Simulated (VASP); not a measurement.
# In2P: single point with PBE

Crystal: In2P.

```
CELL_PARAMETERS angstrom
5.22790 0.00000 0.00000
-2.61395 4.52749 0.00000
0.00000 0.00000 3.03413
ATOMIC_POSITIONS crystal
In 0.33333 0.66667 0.50000
In 0.66667 0.33333 0.50000
P 0.00000 0.00000 0.00000
```

- Program: VASP 6.6.1
- Task: single point
- Functional: PBE
- Potentials or basis: VASP PAW PBE potentials, release 64 (In_d, P)
- Cutoff: 520 eV
- k mesh: 12 × 12 × 16
- Occupations: gaussian, width 0.1 eV
- Spin: no spin polarisation

```json
{
 "Pressure": "0.0 GPa",
 "Band gap on the k mesh": "zero (an odd number of electrons rules out a gap without spin polarisation)"
}
```

Levels at points of the mesh, in eV from the Fermi level:
```csv
k point,band 13,band 14,band 15,band 16,band 17,band 18,band 19,band 20
"(0.00, 0.00, 0.00)",-2.63,-2.63,-2.54,-1.24,-1.24,2.66,7.79,7.89
"(0.50, 0.00, 0.00)",-5.31,-4.03,0.58,2.20,2.45,2.90,4.39,5.91
"(0.00, 0.00, 0.50)",-1.75,-1.23,-0.52,-0.52,1.41,1.89,1.92,1.92
"(0.50, 0.00, 0.50)",-3.80,-3.28,-0.97,-0.68,-0.55,0.37,2.58,5.81
```

Wall time 4.6 min on 1 thread of Intel Xeon 8259CL, with other jobs on the host, peak memory 0.36 GiB.

Caveat: spin-orbit coupling is left out, which moves the levels of the heavy elements.
